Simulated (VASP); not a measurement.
Write the native input for VASP 6.6.1 that does the following.

| Quantity | Value |
| --- | --- |
| Task | single point |
| Functional | PBEsol |
| Dispersion | D4 |
| Potentials or basis | VASP PAW PBE potentials, release 64 (Ti_sv, Al) |
| Cutoff | 520 eV |
| k mesh | 6 × 6 × 6 |
| Occupations | fermi-dirac, width 0.15 eV |
| Spin | no spin polarisation |
| Dipole correction | no |
| Further INCAR settings | ALGO = Normal; EDIFF = 1e-06; NBANDS = 28 |

The structure of Ti3Al lies in POSCAR:

```
Ti3Al
1.0
    0.0000000000      3.1769944669      3.1769944669
    3.1769944669      0.0000000000      3.1769944669
    3.1769944669      3.1769944669      0.0000000000
Ti Al
3 1
Direct
    0.7500000000      0.7500000000      0.7500000000
    0.2500000000      0.2500000000      0.2500000000
    0.0000000000      0.0000000000      0.0000000000
    0.5000000000      0.5000000000      0.5000000000
```

These files were run (other wordings do the same):

INCAR

```
SYSTEM = Ti3Al
  PREC = Accurate
  ENCUT = 520
  EDIFF = 1E-6
  ISMEAR = -1
  SIGMA = 0.15
  LREAL = .False.
  LASPH = .True.
  NELM = 60
  ALGO = Normal
  ISIF = 2
  LWAVE = .False.
  LCHARG = .False.
  GGA = PS
  IVDW = 13
  NBANDS = 28
```

KPOINTS

```
regular mesh
0
Gamma
  6 6 6
  0 0 0
```

Potentials or basis: VASP PAW PBE potentials, release 64 (Ti_sv, Al).

Run with:

```sh
$ cat potpaw_PBE.64/Ti_sv/POTCAR potpaw_PBE.64/Al/POTCAR > POTCAR
$ mpirun -np 1 vasp_std > vasp.out
```

Results of the run:

```
Pressure                   : 0.0 GPa
Dispersion energy per atom : -0.147 eV
```

Caveat: the PAW data sets were made with another functional, which shifts forces and pressure a little; pairwise dispersion overbinds metals, which lowers pressure and volume.

It took 27 s on 1 thread of Intel(R) Xeon(R) Platinum 8375C CPU @ 2.90GHz (Ice Lake) (shared host), peak memory 0.2 GiB.
